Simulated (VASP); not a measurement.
# Co (Im-3m) in VASP: further runs, part 2 of 2

VASP 6.6.1. Earlier steps stand in the parts before.

## (4) Relaxation of cell and atoms, r2SCAN

This run uses another cell than the first one, of 11.07 Å³/atom.

Contents of POSCAR:

```
Co
1.0
   -1.4041371717      1.4041371717      1.4041371717
    1.4041371717     -1.4041371717      1.4041371717
    1.4041371717      1.4041371717     -1.4041371717
Co
1
Direct
    0.0000000000      0.0000000000      0.0000000000
```

Contents of INCAR.step1:

```
SYSTEM = Co
ALGO = Normal
EDIFF = 1E-4
ENCUT = 600
GGA = PE
ISMEAR = -1
LASPH = .TRUE.
LCHARG = .FALSE.
LREAL = .FALSE.
LWAVE = .TRUE.
NELM = 80
PREC = Accurate
SIGMA = 0.1
```

Contents of INCAR.step2:

```
SYSTEM = Co
ALGO = Normal
EDIFF = 1E-6
EDIFFG = -0.01
ENCUT = 600
IBRION = 2
ISIF = 3
ISMEAR = -1
ISTART = 1
LASPH = .TRUE.
LCHARG = .FALSE.
LMIXTAU = .TRUE.
LREAL = .FALSE.
LWAVE = .FALSE.
METAGGA = R2SCAN
NELM = 80
NSW = 80
PREC = Accurate
SIGMA = 0.1
```

Contents of KPOINTS:

```
k-points
0
G
  16 16 16
  0 0 0
```

Potentials or basis: VASP PAW PBE potentials, release 64 (Co).

The run is started by

```
$ cat potpaw_PBE.64/Co/POTCAR > POTCAR
$ cp INCAR.step1 INCAR
$ mpirun -np 1 vasp_std > vasp.out
$ cp INCAR.step2 INCAR
$ mpirun -np 1 vasp_std > vasp.out
```

OUTCAR:

```text
SYSTEM = Co
   EDIFF = 1E-6
   EDIFFG = -0.01
   ENCUT = 600
   IBRION = 2
   ISIF = 3
   ISMEAR = -1
   ISTART = 1
   LASPH = .TRUE.
   LREAL = .FALSE.
   METAGGA = R2SCAN
   NELM = 80
   NSW = 80
   PREC = Accurate

 ion  position               nearest neighbor table
   1  0.000  0.000  0.000-

  LATTYP: Found a body centered cubic cell.
 ALAT       =     2.8082743434

  Lattice vectors:

 A1 = (  -1.4041371717,   1.4041371717,   1.4041371717)
 A2 = (   1.4041371717,  -1.4041371717,   1.4041371717)
 A3 = (   1.4041371717,   1.4041371717,  -1.4041371717)

Analysis of symmetry for initial positions (statically):
=====================================================================
 Subroutine PRICEL returns:
 Original cell was already a primitive cell.

 Routine SETGRP: Setting up the symmetry group for a
 body centered cubic supercell.

 Subroutine GETGRP returns: Found 48 space group operations
 (whereof 48 operations were pure point group operations)
 out of a pool of 48 trial point group operations.

The static configuration has the point symmetry O_h .

Analysis of symmetry for dynamics (positions and initial velocities):
=====================================================================
 Subroutine PRICEL returns:
 Original cell was already a primitive cell.

 Routine SETGRP: Setting up the symmetry group for a
 body centered cubic supercell.
[... 138 lines left out ...]
 maximum number of plane-waves:       380
   NGX =  9   NGY =  9   NGZ =  9

--------------------------------------- Ionic step        1  -------------------------------------------

 number of electron       9.0000002 magnetization

 Free energy of the ion-electron system (eV)
  ---------------------------------------------------
  ext. energy  EPLUGINS =         0.00000000
  ---------------------------------------------------
  free energy    TOTEN  =       -12.47772298 eV

  energy without entropy =      -12.36327574  energy(sigma->0) =      -12.42049936

 E-fermi :   9.5773     XC(G=0): -14.4531

 val. band max:        9.5765059097   @ k =  -0.2500   0.3750   0.1250
 cond. band min:       9.5795159528   @ k =  -0.3125   0.3125   0.0625
 fundamental gap:      0.0030100431
 Fermi energy:         9.5773216978

 k-point     1 :       0.0000    0.0000    0.0000
  band No.  band energies     occupation
      1       0.5950      2.00000
      2       7.8652      2.00000
      3       7.8652      2.00000
      4       7.8652      2.00000
      5       9.2918      1.89118
      6       9.2918      1.89118
      7      36.4197      0.00000
      8      36.4197      0.00000
[... 497 lines left out ...]
--------------------------------------- Ionic step        8  -------------------------------------------

 number of electron       8.9999996 magnetization

 Free energy of the ion-electron system (eV)
  ---------------------------------------------------
  ext. energy  EPLUGINS =         0.00000000
  ---------------------------------------------------
  free energy    TOTEN  =       -12.53286577 eV

  energy without entropy =      -12.42861501  energy(sigma->0) =      -12.48074039

 E-fermi :  10.8369     XC(G=0): -15.0295

 val. band max:       10.8322217386   @ k =  -0.2500   0.3750   0.0625
 cond. band min:      10.8412062662   @ k =  -0.2500   0.3750   0.1250
 fundamental gap:      0.0089845277
 Fermi energy:        10.8369496525

 k-point     1 :       0.0000    0.0000    0.0000
  band No.  band energies     occupation
      1       1.2934      2.00000
      2       8.9048      2.00000
      3       8.9048      2.00000
      4       8.9048      2.00000
      5      10.5147      1.92333
      6      10.5147      1.92333
      7      38.5414      0.00000
      8      38.5414      0.00000
[... 281 lines left out ...]
  FREE ENERGIE OF THE ION-ELECTRON SYSTEM (eV)
  ---------------------------------------------------
  free  energy   TOTEN  =       -12.5328657674 eV

  energy  without entropy=      -12.4286150085  energy(sigma->0) =      -12.48074039

 reached required accuracy - stopping structural energy minimisation
```

OSZICAR.step1:

```text
N       E                     dE             d eps       ncg     rms          rms(c)
DAV:   1     0.198304502096E+02    0.19830E+02   -0.46105E+03  2328   0.148E+03
DAV:   2    -0.760401501136E+01   -0.27434E+02   -0.26951E+02  2432   0.161E+02
DAV:   3    -0.782327021610E+01   -0.21926E+00   -0.21899E+00  3144   0.209E+01
DAV:   4    -0.782686389655E+01   -0.35937E-02   -0.35929E-02  2840   0.190E+00
DAV:   5    -0.782694477881E+01   -0.80882E-04   -0.80881E-04  2856   0.212E-01    0.969E+00
DAV:   6    -0.687752191245E+01    0.94942E+00   -0.16274E+01  2360   0.687E+01    0.378E+00
DAV:   7    -0.666019149821E+01    0.21733E+00   -0.20256E+00  2344   0.230E+01    0.131E+00
DAV:   8    -0.664404407194E+01    0.16147E-01   -0.30968E-02  3208   0.225E+00    0.397E-01
DAV:   9    -0.664181799266E+01    0.22261E-02   -0.14376E-03  3304   0.362E-01    0.705E-02
DAV:  10    -0.664182457506E+01   -0.65824E-05   -0.71974E-06  1216   0.333E-02
   1 F= -.66418246E+01 E0= -.65823842E+01  d E =-.118881E+00
```

Run time: 3.1 min. Hardware: 1 thread of AMD EPYC 9R45 (Zen 5), shared host; peak memory 0.12 GiB.

What came out:

| Item | Value |
| --- | --- |
| Free energy | -12.5329 eV |
| Relaxed volume | 10.18 Å³/atom |
| Relaxed cell | a = 2.365 Å, b = 2.365 Å, c = 2.365 Å, α = 109.47°, β = 109.47°, γ = 109.47° |
| Space group after relaxing (to 0.1 Å) | Im-3m (No. 229) |
| Energy gained by relaxing | 55.1 meV/atom |
| Ionic steps | 8 |
| Pressure after relaxing | 0.0 GPa |
| Band gap on the k mesh | zero (an odd number of electrons rules out a gap without spin polarisation) |

The path:
```tsv
step	energy change (eV)	largest force (eV/Å)	pressure (GPa)	volume (Å³)
1	0.0000	0.0000	-18.18	11.07
2	0.0437	0.0000	34.99	9.18
3	-0.0551	0.0000	-0.64	10.20
4	-0.0551	0.0000	0.30	10.18
5	-0.0551	0.0000	-0.65	10.20
6	-0.0551	0.0000	0.17	10.18
7	-0.0551	0.0000	-0.27	10.19
8	-0.0551	0.0000	0.00	10.18
```

Final structure:
```
CELL_PARAMETERS angstrom
-1.36552 1.36552 1.36552
1.36552 -1.36552 1.36552
1.36552 1.36552 -1.36552
ATOMIC_POSITIONS crystal
Co 0.00000 0.00000 0.00000
```

Caveat: the PAW data sets were made with another functional, which shifts forces and pressure a little; the run has no spin polarisation, though such a crystal can be magnetic.

## (5) The runs side by side

```tsv
task	cell	k mesh	cutoff (eV)	gap on the mesh (eV)	pressure (GPa)
single point	a = 2.396 Å, angles 109.5°, 1 atom	18 × 18 × 18	520	none	-9.2
single point	a = 2.364 Å, angles 109.5°, 1 atom	26 × 26 × 26	520	none	0.2
relaxation of cell and atoms	relaxed from a = 2.432 Å, angles 109.5°, 1 atom	16 × 16 × 16	600	none	0.0
```

Alike in all rows: level r2SCAN; potentials or basis VASP PAW PBE potentials, release 64 (Co); no spin polarisation; smearing fermi-dirac 0.1 eV.

Caveats: the PAW data sets were made with another functional, which shifts forces and pressure a little; the run has no spin polarisation, though such a crystal can be magnetic; the cell stands under tension (at least some runs).

Total energies depend on the potentials used, so only differences within one code and one set of settings carry meaning.
